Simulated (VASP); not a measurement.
# CuO (P1) in VASP: a series of runs, part 2 of 2

VASP 6.6.1. The steps go on from the part before.

## (3) Single point, PBEsol

Input file INCAR:

```
SYSTEM = CuO
  ALGO = Normal
  EDIFF = 1E-6
  ENCUT = 820
  GGA = PS
  GGA_COMPAT = .False.
  ISIF = 2
  ISMEAR = 0
  LASPH = .True.
  LCHARG = .True.
  LELF = .True.
  LREAL = .False.
  LVHAR = .True.
  LWAVE = .False.
  NBANDS = 33
  NELM = 120
  PREC = Accurate
  SIGMA = 0.1
```

Input file KPOINTS:

```
k-points
0
Gamma
  6 6 4
  0 0 0
```

Input file POSCAR:

```
CuO
1.0
    2.9027900792      0.0128346910     -0.0340833917
    0.0522224784      2.8448878033      0.0026072298
   -0.0435563076      0.0226345624      5.2731527454
Cu O
2 2
Direct
    0.5106995731      0.0053434258      0.4983983317
    0.0537874343      0.4780918003     -0.0097061318
   -0.0431909901      0.9791177467      0.2496237619
    1.0253855975      0.0012663399      0.7685903712
```

Potentials or basis: VASP PAW PBE potentials, release 64 (Cu_sv_GW, O).

Launch:

```
$ cat potpaw_PBE.64/Cu_sv_GW/POTCAR potpaw_PBE.64/O/POTCAR > POTCAR
$ mpirun -np 1 vasp_std > vasp.out
```

OUTCAR:

```text
SYSTEM = CuO
   EDIFF = 1E-6
   ENCUT = 820
   GGA = PS
   ISIF = 2
   ISMEAR = 0
   LASPH = .True.
   LREAL = .False.
   NELM = 120
   PREC = Accurate

 ion  position               nearest neighbor table
   1  0.511  0.005  0.498-   3 1.86   4 2.02   4 2.04   3 2.06
   2  0.054  0.478  0.990-   4 1.80   4 1.89   3 1.99   3 2.00
   3  0.957  0.979  0.250-   1 1.86   2 1.99   2 2.00   1 2.06
   4  0.025  0.001  0.769-   2 1.80   2 1.89   1 2.02   1 2.04

  LATTYP: Found a triclinic cell.
 ALAT       =     9.6915389389
 B/A-ratio  =     0.6611281675
 C/A-ratio  =     1.2728829731
 COS(alpha) =     0.0018772223
 COS(beta)  =     0.6034234964
 COS(gamma) =     0.7965242206

  Lattice vectors:

 A1 = (   5.7446915092,  -5.6867407870,  -5.3465339884)
 A2 = (   5.7533576800,  -2.8192184213,  -0.0707740132)
 A3 = (  -2.9201224208,  -5.7478794224, -10.5174365587)

Analysis of symmetry for initial positions (statically):
=====================================================================
 Subroutine PRICEL returns:
 Original cell was already a primitive cell.

 Routine SETGRP: Setting up the symmetry group for a
 triclinic supercell.

 Subroutine GETGRP returns: Found  1 space group operations
 (whereof  1 operations were pure point group operations)
 out of a pool of  2 trial point group operations.

The static configuration has the point symmetry C_1 .

Analysis of symmetry for dynamics (positions and initial velocities):
=====================================================================
 Subroutine PRICEL returns:
 Original cell was already a primitive cell.

 Routine SETGRP: Setting up the symmetry group for a
 triclinic supercell.

 Subroutine GETGRP returns: Found  1 space group operations
[... 120 lines left out ...]
   EMIN   =  10.00;   EMAX   =-10.00  energy-range for DOS
   EFERMI =   0.00;   METHOD = LEGACY
   ISMEAR =     0;   SIGMA  =   0.10  broadening in eV -4-tet -1-fermi 0-gaus
   EFERMI_NEDOS =   21; number of points for ismear=-14 and -15
   IALGO  =     38    algorithm
   IMIX   =      4    mixing-type and parameters
     AMIX     =   0.40;   BMIX     =  1.00
     AMIX_MAG =   1.60;   BMIX_MAG =  1.00
  volume/ion in A,a.u.               =      10.88        73.45
  Fermi-wavevector in a.u.,A,eV,Ry     =   1.714382  3.239712 39.988965  2.939106
  Thomas-Fermi vector in A             =   2.791950
   LORBIT       =      0    0 simple, 1 ext, 2 COOP (PROOUT), +10 PAW based schemes
   GGA     = PS    functional components
   LHFCALC =     F    Hartree Fock is set to
   AEXX    =    0.0000 exact exchange contribution
   IVDW    =     0    specifies the selected vdW correction
   LEPSILON=     F    determine dielectric tensor
   LRPA    =     F    only Hartree local field effects (RPA)
 non-spin polarized calculation
 Gauss-broadening in eV      SIGMA  =   0.10
  energy-cutoff  :      820.00
  volume of cell :       43.54
 maximum number of plane-waves:      2338
   NGX = 13   NGY = 13   NGZ = 25

 number of electron      49.9999993 magnetization

 Free energy of the ion-electron system (eV)
  ---------------------------------------------------
  ext. energy  EPLUGINS =         0.00000000
  ---------------------------------------------------
  free energy    TOTEN  =       -21.34468100 eV

  energy without entropy =      -21.33653067  energy(sigma->0) =      -21.34060583

 E-fermi :   4.8260     XC(G=0): -12.0574

 val. band max:        4.8082796938   @ k =  -0.0000  -0.0000   0.5000
 cond. band min:       4.8717209479   @ k =   0.5000   0.0000   0.2500
 fundamental gap:      0.0634412541
 Fermi energy:         4.8259664713

 k-point     1 :       0.0000    0.0000    0.0000
  band No.  band energies     occupation
      1    -107.7035      2.00000
      2    -107.3718      2.00000
      3     -65.4051      2.00000
      4     -65.3262      2.00000
      5     -65.0312      2.00000
      6     -64.9369      2.00000
[... 853 lines left out ...]
     32      18.6075      0.00000
     33      21.1474      0.00000

 [... further k-points ...]

------------------------ aborting loop because EDIFF is reached ----------------------------------------

  FORCE on cell =-STRESS in cart. coord.  units (eV):
  Direction    XX          YY          ZZ          XY          YZ          ZX
  --------------------------------------------------------------------------------------
  -------------------------------------------------------------------------------------
  Total       -1.6661739      0.6369118     -2.1944270      0.0244687      0.7035941     -0.3335452
  in kB      -61.3139476     23.4378768    -80.7532649      0.9004282     25.8917349    -12.2742132
  external PRESSURE =     -39.5431119 kB  Pullay stress =       0.0000000 kB

 VOLUME and BASIS-vectors are now :
 -----------------------------------------------------------------------------
  energy-cutoff  :      820.00
  volume of cell :       43.54
      direct lattice vectors                 reciprocal lattice vectors
     2.902790079  0.012834691 -0.034083392     0.344557861 -0.006327545  0.002873213
     0.052222478  2.844887803  0.002607230    -0.001572196  0.351537966 -0.001521933
    -0.043556308  0.022634562  5.273152745     0.002227851 -0.000214711  0.189659193

 POSITION                                       TOTAL-FORCE (eV/Angst)
 -----------------------------------------------------------------------------------
      1.46102      0.03304      2.61074        -0.704569     -0.200796      0.473858
      0.13797      1.38322      5.22138        -0.835667      0.832312      1.815579
      2.81767      2.80341      1.28625         1.162256      0.043262     -0.318123
      0.04028      0.02133      4.05203         0.377980     -0.674779     -1.971314
 -----------------------------------------------------------------------------------
    total drift:                               -0.002371      0.000756      0.001187

  FREE ENERGIE OF THE ION-ELECTRON SYSTEM (eV)
  ---------------------------------------------------
  free  energy   TOTEN  =       -21.3446809972 eV

  energy  without entropy=      -21.3365306658  energy(sigma->0) =      -21.34060583
```

stdout:

```text
POSCAR found type information on POSCAR CuO
 POSCAR found :  2 types and       4 ions
 scaLAPACK will be used
 -----------------------------------------------------------------------------
|                                                                             |
|                                                                             |
|     You enforced a specific xc type in the INCAR file but a different       |
|     I HOPE YOU KNOW WHAT YOU ARE DOING!                                     |
|                                                                             |
 -----------------------------------------------------------------------------

 LDA part: xc-table for (Slater+PW92), standard interpolation
 POSCAR, INCAR and KPOINTS ok, starting setup
 FFT: planning ... GRIDC
 FFT: planning ... GRID_SOFT
 FFT: planning ... GRID
 WAVECAR not read
 entering main loop
```

It took 3.3 min on 1 thread of Intel Xeon Platinum 8488C (Sapphire Rapids), shared host; peak memory 0.34 GiB.

What came out:

```yaml
Free_energy: -21.3447 eV
Pressure: -4.0 GPa
Largest_force: 2.165 eV/Å
Band_gap_on_the_k_mesh: zero (bands 25 and 26 overlap by 0.79 eV)
```

Forces in eV/Å, atoms in the order of the input:
```
Cu  -0.705 -0.201  0.474
Cu  -0.836  0.832  1.816
O    1.162  0.043 -0.318
O    0.378 -0.675 -1.971
```

Stress tensor (GPa, compression positive):
```
-6.13  0.09 -1.23
 0.09  2.34  2.59
-1.23  2.59 -8.08
```

Caveat: the k points lie up to 0.37 Å⁻¹ apart, too coarse for converged energies and pressures of a metal; the PAW data sets were made with another functional, which shifts forces and pressure a little; semilocal functionals often make such compounds metallic where correlation or magnetic order opens a gap, which also shifts bond lengths.

The gap in the log of VASP goes by the Fermi energy; the results here count the filled bands.